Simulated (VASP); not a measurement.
Input of a VASP 6.6.1 run:

Contents of INCAR:

```
SYSTEM = HfB
  PREC = Accurate
  ENCUT = 520
  EDIFF = 1E-7
  ISMEAR = -1
  SIGMA = 0.05
  LREAL = .False.
  LASPH = .True.
  NELM = 60
  ALGO = Normal
  ISIF = 2
  LWAVE = .False.
  LCHARG = .False.
  GGA = RE
  NBANDS = 14
```

The input KPOINTS:

```
regular mesh
0
Gamma
  10 10 10
  0 0 0
```

Contents of POSCAR:

```
HfB
1.0
    0.0000000000      2.3100000000      2.3100000000
    2.3100000000      0.0000000000      2.3100000000
    2.3100000000      2.3100000000      0.0000000000
Hf B
1 1
Direct
    0.5000000000      0.5000000000      0.5000000000
    0.0000000000      0.0000000000      0.0000000000
```

Potentials or basis: VASP PAW PBE potentials, release 64 (Hf_pv, B).

Command:

```console
$ cat potpaw_PBE.64/Hf_pv/POTCAR potpaw_PBE.64/B/POTCAR > POTCAR
$ mpirun -np 1 vasp_std > vasp.out
```

Task: Estimate the pressure.

Result: 33.3 GPa.

Caveat: the PAW data sets were made with another functional, which shifts forces and pressure a little.
